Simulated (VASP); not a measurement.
# Ru (P6_3/mmc) in VASP: relaxation of cell and atoms with r2SCAN

Aim: the relaxation of cell and atoms of Ru with r2SCAN.

All numbers are computed with VASP 6.6.1; they aren't measurements. Logs are shortened: lines on timing, memory, paths and dates and some standing lists are left out, and cuts for length are marked.

## 1. The cell of the first run

The structure is hexagonal, space group P6_3/mmc (No. 194). Conventional cell: a = 2.704 Å, b = 2.704 Å, c = 4.282 Å, α = 90.00°, β = 90.00°, γ = 120.00°. Within 3.5 Å of Ru (site symmetry -6m2) lie 12 Ru at 2.65 to 2.70 Å.

## 2. Relaxation of cell and atoms, r2SCAN

File POSCAR:

```
Ru
1.0
    2.7038900000      0.0000000000      0.0000000000
   -1.3519450000      2.3416374290      0.0000000000
    0.0000000000      0.0000000000      4.2816800000
Ru
2
Direct
    0.3333333333      0.6666666667      0.2500000000
    0.6666666667      0.3333333333      0.7500000000
```

File INCAR.step1:

```
PREC = Accurate
ENCUT = 600
ISMEAR = -1
SIGMA = 0.05
LREAL = False
LASPH = True
NELM = 100
GGA = PE
ALGO = Normal
EDIFF = 1E-4
LWAVE = True
LCHARG = False
```

File INCAR.step2:

```
PREC = Accurate
ENCUT = 600
EDIFF = 1E-6
ISMEAR = -1
SIGMA = 0.05
LREAL = False
LASPH = True
NELM = 100
ALGO = Normal
ISIF = 3
LWAVE = False
LCHARG = False
METAGGA = R2SCAN
LMIXTAU = True
IBRION = 2
NSW = 80
EDIFFG = -0.01
ISTART = 1
```

File KPOINTS:

```
Automatic mesh
0
Gamma
  16 16 9
```

Potentials or basis: VASP PAW PBE potentials, release 64 (Ru_pv).

Launch:

```console
$ cat potpaw_PBE.64/Ru_pv/POTCAR > POTCAR
$ cp INCAR.step1 INCAR
$ mpirun -np 1 vasp_std > vasp.out
$ cp INCAR.step2 INCAR
$ mpirun -np 1 vasp_std > vasp.out
```

OUTCAR:

```text
PREC = Accurate
   ENCUT = 600
   EDIFF = 1E-6
   ISMEAR = -1
   LREAL = False
   LASPH = True
   NELM = 100
   ISIF = 3
   METAGGA = R2SCAN
   IBRION = 2
   NSW = 80
   EDIFFG = -0.01
   ISTART = 1

 ion  position               nearest neighbor table
   1  0.333  0.667  0.250-   2 2.65   2 2.65   2 2.65   2 2.65   2 2.65   2 2.65
   2  0.667  0.333  0.750-   1 2.65   1 2.65   1 2.65   1 2.65   1 2.65   1 2.65

  LATTYP: Found a hexagonal cell.
 ALAT       =     2.7038900000
 C/A-ratio  =     1.5835259570

  Lattice vectors:

 A1 = (   2.7038900000,   0.0000000000,   0.0000000000)
 A2 = (  -1.3519450000,   2.3416374290,   0.0000000000)
 A3 = (   0.0000000000,   0.0000000000,   4.2816800000)

Analysis of symmetry for initial positions (statically):
=====================================================================
 Subroutine PRICEL returns:
 Original cell was already a primitive cell.

 Routine SETGRP: Setting up the symmetry group for a
 hexagonal supercell.

 Subroutine GETGRP returns: Found 24 space group operations
 (whereof 12 operations were pure point group operations)
 out of a pool of 24 trial point group operations.

The static configuration has the point symmetry D_3d.
 The point group associated with its full space group is D_6h.

Analysis of symmetry for dynamics (positions and initial velocities):
=====================================================================
 Subroutine PRICEL returns:
 Original cell was already a primitive cell.

 Routine SETGRP: Setting up the symmetry group for a
 hexagonal supercell.

 Subroutine GETGRP returns: Found 24 space group operations
 (whereof 12 operations were pure point group operations)
 out of a pool of 24 trial point group operations.

The dynamic configuration has the point symmetry D_3d.
 The point group associated with its full space group is D_6h.

 Subroutine INISYM returns: Found 24 space group operations
 (whereof 12 operations are pure point group operations),
 and found     1 'primitive' translations

----------------------------------------------------------------------------------------

                                     Primitive cell

  volume of cell :      27.1096

  direct lattice vectors                    reciprocal lattice vectors
     2.703890000  0.000000000  0.000000000     0.369837530  0.213525798  0.000000000
    -1.351945000  2.341637429  0.000000000     0.000000000  0.427051595  0.000000000
     0.000000000  0.000000000  4.281680000     0.000000000  0.000000000  0.233553185

  length of vectors
     2.703890000  2.703890000  4.281680000     0.427051595  0.427051595  0.233553185

  position of ions in fractional coordinates (direct lattice)
     0.333333333  0.666666667  0.250000000
     0.666666667  0.333333333  0.750000000

  ion indices of the primitive-cell ions
   primitive index   ion index
                 1           1
                 2           2

----------------------------------------------------------------------------------------

 KPOINTS: Automatic mesh

Automatic generation of k-mesh.
 Grid dimensions read from file:
 generate k-points for:   16   16    9

 Generating k-lattice:

  Cartesian coordinates                     Fractional coordinates (reciprocal lattice)
     0.023114846  0.013345362  0.000000000     0.062500000  0.000000000  0.000000000
     0.000000000  0.026690725  0.000000000     0.000000000  0.062500000  0.000000000
     0.000000000  0.000000000  0.025950354     0.000000000  0.000000000  0.111111111

  Length of vectors
     0.026690725  0.026690725  0.025950354

  Shift w.r.t. Gamma in fractional coordinates (k-lattice)
     0.000000000  0.000000000  0.000000000

 Subroutine IBZKPT returns following result:
 ===========================================

 Found    150 irreducible k-points:

 Following reciprocal coordinates:
            Coordinates               Weight
  0.000000  0.000000  0.000000      1.000000
  0.062500  0.000000  0.000000      6.000000
  0.125000  0.000000  0.000000      6.000000
  0.187500 -0.000000  0.000000      6.000000
  0.250000  0.000000  0.000000      6.000000
  0.312500  0.000000  0.000000      6.000000
[... 16 lines left out ...]
  0.187500  0.187500  0.000000      6.000000
  0.250000  0.187500  0.000000     12.000000
 [... further k-points ...]
   k-points           NKPTS =    150   k-points in BZ     NKDIM =    150   number of bands    NBANDS=     18
   number of dos      NEDOS =    301   number of ions     NIONS =      2
   total plane-waves  NPLWV =  20736
   dimension x,y,z NGX =    24 NGY =   24 NGZ =   36
   dimension x,y,z NGXF=    48 NGYF=   48 NGZF=   72
   ions per type =               2
   NGX,Y,Z   is equivalent  to a cutoff of  14.76, 14.76, 13.98 a.u.
   NGXF,Y,Z  is equivalent  to a cutoff of  29.51, 29.51, 27.96 a.u.
 SYSTEM =  unknown system
   PREC   = accura    normal or accurate (medium, high low for compatibility)
   ISTART =      1    job   : 0-new  1-cont  2-samecut
   ICHARG =      0    charge: 1-file 2-atom 10-const
   ISPIN  =      1    spin polarized calculation?
   LNONCOLLINEAR =      F non collinear calculations
   LSORBIT =      F    spin-orbit coupling
   LASPH  =      T    aspherical Exc in radial PAW
   ENCUT  =  600.0 eV  44.10 Ry    6.64 a.u.   5.40  5.40  8.55*2*pi/ulx,y,z
   NELM   =    100;   NELMIN=  2; NELMDL=  0     # of ELM steps
   EDIFF  = 0.1E-05   stopping-criterion for ELM
   LREAL  =      F    real-space projection
   EDIFFG = -.1E-01   stopping-criterion for IOM
   NSW    =     80    number of steps for IOM
   IBRION =      2    ionic relax: 0-MD 1-quasi-New 2-CG
   NFREE  =      1    steps in history (QN), initial steepest desc. (CG)
   ISIF   =      3    stress and relaxation
   ISYM   =      2    0-nonsym 1-usesym 2-fastsym
   POTIM  = 0.5000    time-step for ionic-motion
   TEBEG  =    0.0;   TEEND  =   0.0 temperature during run
   PSTRESS=    0.0 pullay stress
   NELECT =      28.0000    total number of electrons
   NUPDOWN=      -1.0000    fix difference up-down
   EMIN   =  10.00;   EMAX   =-10.00  energy-range for DOS
   EFERMI =   0.00;   METHOD = LEGACY
   ISMEAR =    -1;   SIGMA  =   0.05  broadening in eV -4-tet -1-fermi 0-gaus
   EFERMI_NEDOS =   21; number of points for ismear=-14 and -15
   IALGO  =     38    algorithm
   IMIX   =      4    mixing-type and parameters
     AMIX     =   0.40;   BMIX     =  1.00
     AMIX_MAG =   1.60;   BMIX_MAG =  1.00
  volume/ion in A,a.u.               =      13.55        91.47
  Fermi-wavevector in a.u.,A,eV,Ry     =   1.654829  3.127174 37.259013  2.738460
  Thomas-Fermi vector in A             =   2.743030
   LORBIT       =      0    0 simple, 1 ext, 2 COOP (PROOUT), +10 PAW based schemes
   METAGGA = R2SCAN    functional components
   LHFCALC =     F    Hartree Fock is set to
   AEXX    =    0.0000 exact exchange contribution
   IVDW    =     0    specifies the selected vdW correction
   LEPSILON=     F    determine dielectric tensor
   LRPA    =     F    only Hartree local field effects (RPA)
 conjugate gradient relaxation of ions
 non-spin polarized calculation
  energy-cutoff  :      600.00
  volume of cell :       27.11
 maximum number of plane-waves:       935
 NGX is ok and might be reduce to    24
   NGX = 11   NGY = 11   NGZ = 17

--------------------------------------- Ionic step        1  -------------------------------------------

 number of electron      28.0000002 magnetization

 Free energy of the ion-electron system (eV)
  ---------------------------------------------------
  ext. energy  EPLUGINS =         0.00000000
  ---------------------------------------------------
  free energy    TOTEN  =       -50.86241617 eV

  energy without entropy =      -50.85164897  energy(sigma->0) =      -50.85703257

------------------------ aborting loop because EDIFF is reached ----------------------------------------

  FORCE on cell =-STRESS in cart. coord.  units (eV):
  Direction    XX          YY          ZZ          XY          YZ          ZX
  --------------------------------------------------------------------------------------
  -------------------------------------------------------------------------------------
  Total        0.1488791      0.1488791     -0.3559949      0.0000000      0.0000000      0.0000000
  in kB        8.7987608      8.7987608    -21.0393094      0.0000000      0.0000000      0.0000000
  external PRESSURE =      -1.1472626 kB  Pullay stress =       0.0000000 kB

 VOLUME and BASIS-vectors are now :
 -----------------------------------------------------------------------------
  energy-cutoff  :      600.00
  volume of cell :       27.11
      direct lattice vectors                 reciprocal lattice vectors
     2.703890000  0.000000000  0.000000000     0.369837530  0.213525798  0.000000000
    -1.351945000  2.341637429  0.000000000     0.000000000  0.427051595  0.000000000
     0.000000000  0.000000000  4.281680000     0.000000000  0.000000000  0.233553185
[... 145 lines left out ...]
 POSITION                                       TOTAL-FORCE (eV/Angst)
 -----------------------------------------------------------------------------------
     -0.00000      1.56491      1.06641         0.000000      0.000000      0.000000
      1.35525      0.78246      3.19924        -0.000000     -0.000000      0.000000
 -----------------------------------------------------------------------------------
    total drift:                                0.000000     -0.000000      0.000000

  FREE ENERGIE OF THE ION-ELECTRON SYSTEM (eV)
  ---------------------------------------------------
  free  energy   TOTEN  =       -50.8633571038 eV

  energy  without entropy=      -50.8528206093  energy(sigma->0) =      -50.85808886

--------------------------------------- Ionic step        6  -------------------------------------------

 number of electron      28.0000001 magnetization

 Free energy of the ion-electron system (eV)
  ---------------------------------------------------
  ext. energy  EPLUGINS =         0.00000000
  ---------------------------------------------------
  free energy    TOTEN  =       -50.86341288 eV

  energy without entropy =      -50.85289545  energy(sigma->0) =      -50.85815416

 E-fermi :  12.7763     XC(G=0): -15.4232

 val. band max:       12.7729262614   @ k =   0.4375   0.0625   0.3333
 cond. band min:      12.7909705004   @ k =   0.0625   0.0000   0.0000
 fundamental gap:      0.0180442390
 Fermi energy:        12.7762921784

 k-point     1 :       0.0000    0.0000    0.0000
  band No.  band energies     occupation
      1     -32.3431      2.00000
      2     -31.3333      2.00000
      3     -31.3333      2.00000
      4     -31.1442      2.00000
      5     -31.1442      2.00000
      6     -31.0886      2.00000
[... 10 lines left out ...]
     17      13.9924      0.00000
     18      14.1786      0.00000
[... 463 lines left out ...]
 k-point    24 :       0.2500    0.1875    0.0000
  band No.  band energies     occupation
      1     -31.9177      2.00000
      2     -31.9144      2.00000
      3     -31.8387      2.00000
      4     -31.5671      2.00000
      5     -31.3698      2.00000
      6     -31.3380      2.00000
[... 10 lines left out ...]
     17      15.4197      0.00000
     18      21.1583      0.00000

 [... further k-points ...]

------------------------ aborting loop because EDIFF is reached ----------------------------------------

  FORCE on cell =-STRESS in cart. coord.  units (eV):
  Direction    XX          YY          ZZ          XY          YZ          ZX
  --------------------------------------------------------------------------------------
  -------------------------------------------------------------------------------------
  Total        0.0004439      0.0004439      0.0088863      0.0000000      0.0000000      0.0000000
  in kB        0.0262385      0.0262385      0.5253170      0.0000000      0.0000000      0.0000000
  external PRESSURE =       0.1925980 kB  Pullay stress =       0.0000000 kB

 VOLUME and BASIS-vectors are now :
 -----------------------------------------------------------------------------
  energy-cutoff  :      600.00
  volume of cell :       27.10
      direct lattice vectors                 reciprocal lattice vectors
     2.709062440 -0.000000000  0.000000000     0.369131396  0.213118111 -0.000000000
    -1.354531220  2.346116894 -0.000000000     0.000000000  0.426236222 -0.000000000
    -0.000000000  0.000000000  4.264239139     0.000000000  0.000000000  0.234508424

 POSITION                                       TOTAL-FORCE (eV/Angst)
 -----------------------------------------------------------------------------------
     -0.00000      1.56408      1.06606         0.000000      0.000000      0.000000
      1.35453      0.78204      3.19818        -0.000000     -0.000000      0.000000
 -----------------------------------------------------------------------------------
    total drift:                                0.000000     -0.000000      0.000000

  FREE ENERGIE OF THE ION-ELECTRON SYSTEM (eV)
  ---------------------------------------------------
  free  energy   TOTEN  =       -50.8634128796 eV

  energy  without entropy=      -50.8528954464  energy(sigma->0) =      -50.85815416

 reached required accuracy - stopping structural energy minimisation
```

Wall time 38 min (1 thread of AMD EPYC 9755, shared host); peak memory 0.19 GiB.

Results:

* Free energy: -50.8634 eV
* Relaxed volume: 13.55 Å³/atom
* Relaxed cell: a = 2.709 Å, b = 2.709 Å, c = 4.264 Å, α = 90.00°, β = 90.00°, γ = 120.00°
* Space group after relaxing (to 0.1 Å): P6_3/mmc (No. 194)
* Energy gained by relaxing: 0.5 meV/atom
* Ionic steps: 6
* Pressure after relaxing: 0.0 GPa
* Band gap on the k mesh: zero (bands 14 and 15 overlap by 3.29 eV)

Step by step:
```
step  energy change (eV)  largest force (eV/Å)  pressure (GPa)  volume (Å³)
   1              0.0000                0.0000           -0.11        27.11
   2              0.0002                0.0000            0.53        27.07
   3             -0.0010                0.0000            0.16        27.09
   4             -0.0010                0.0000            0.17        27.09
   5             -0.0009                0.0000           -0.45        27.14
   6             -0.0010                0.0000            0.02        27.10
```

Final structure:
```
Ru
1.0
     2.70906    0.00000    0.00000
    -1.35453    2.34612    0.00000
     0.00000    0.00000    4.26424
Ru
2
Direct
  0.33333 0.66667 0.25000
  0.66667 0.33333 0.75000
```

Caveat: the PAW data sets were made with another functional, which shifts forces and pressure a little.
